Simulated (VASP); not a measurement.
## SiC: single point with PBE

Crystal: SiC.

```
Si C
1.0
    -0.05099    2.19240    2.19240
     2.19240   -0.05099    2.19240
     2.19240    2.19240   -0.05099
Si C
1 1
Direct
  0.99914 0.99914 0.99914
  0.25086 0.25086 0.25086
```

This cell differs from its parent crystal: epitaxial 111 strain +3.0%.

```yaml
Program: VASP 6.6.1
Task: single point
Functional: PBE
Potentials_or_basis: VASP PAW PBE potentials, release 64 (Si, C)
Cutoff: 520 eV
k_mesh: 6 × 6 × 6
Occupations: gaussian, width 0.01 eV
Spin: no spin polarisation
Dipole_correction: no
Further_INCAR_settings: ALGO = Normal; EDIFF = 1e-06; NBANDS = 11
```

| Quantity | Value |
| --- | --- |
| Pressure | -7.3 GPa |
| Largest force | 0.036 eV/Å |
| Band gap on the k mesh | 1.19 eV, indirect (least direct gap 4.26 eV) |

Forces in eV/Å, atoms in the order of the input:
```
Si  -0.021 -0.021 -0.021
C    0.021  0.021  0.021
```

Stress tensor (GPa, compression positive):
```
-7.28  5.19  5.19
 5.19 -7.28  5.19
 5.19  5.19 -7.28
```

Levels at points of the mesh, in eV from the valence-band top:
```
           k point  band 1  band 2  band 3  band 4  band 5  band 6  band 7  band 8
(0.00, 0.00, 0.00)  -15.18   -0.26   -0.26    0.00    5.26    6.54    6.54    7.44
(0.50, 0.00, 0.00)  -11.88   -8.46   -1.19   -1.09    4.92    6.75    7.13    9.64
(0.50, 0.50, 0.00)  -10.40   -7.81   -3.45   -3.06    1.19    4.00   13.05   13.24
(0.50, 0.50, 0.50)  -11.55   -8.33   -1.42   -1.42    4.31    6.54    6.54    9.43
```

Wall time 18 s on 1 thread of Intel Xeon 8259CL, with other jobs on the host, peak memory 0.1 GiB.

Caveat: the cell differs from its parent crystal (epitaxial 111 strain +3.0%). A k mesh can miss the band edges.
